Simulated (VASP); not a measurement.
Input of a VASP 6.6.1 run:

The input INCAR:

```
ALGO = Fast
EDIFF = 1E-6
ENCUT = 520
GGA = VW
ISIF = 2
ISMEAR = -1
LASPH = T
LCHARG = F
LREAL = F
LWAVE = F
NBANDS = 13
NELM = 60
PREC = Accurate
SIGMA = 0.05
```

The input KPOINTS:

```
k-points
0
Gamma
  9 9 9
```

POSCAR

```
Pb
1.0
    0.0000000000      2.4244952108      2.4244952108
    2.4244952108      0.0000000000      2.4244952108
    2.4244952108      2.4244952108      0.0000000000
Pb
1
Direct
    0.0000000000      0.0000000000      0.0000000000
```

Potentials or basis: VASP PAW PBE potentials, release 64 (Pb_d).

Command:

```console
$ cat potpaw_PBE.64/Pb_d/POTCAR > POTCAR
$ mpirun -np 1 vasp_std > vasp.out
```

Problem. Estimate the pressure.

Solution. 0.8 GPa.

Problem. Predict the band gap on the k mesh.

Solution. Zero (band 7 reaches 15.44 eV, above the bottom of band 8 at 5.94 eV).

Caveat: the PAW data sets were made with another functional, which shifts forces and pressure a little; spin-orbit coupling is left out, which moves the levels of the heavy elements.
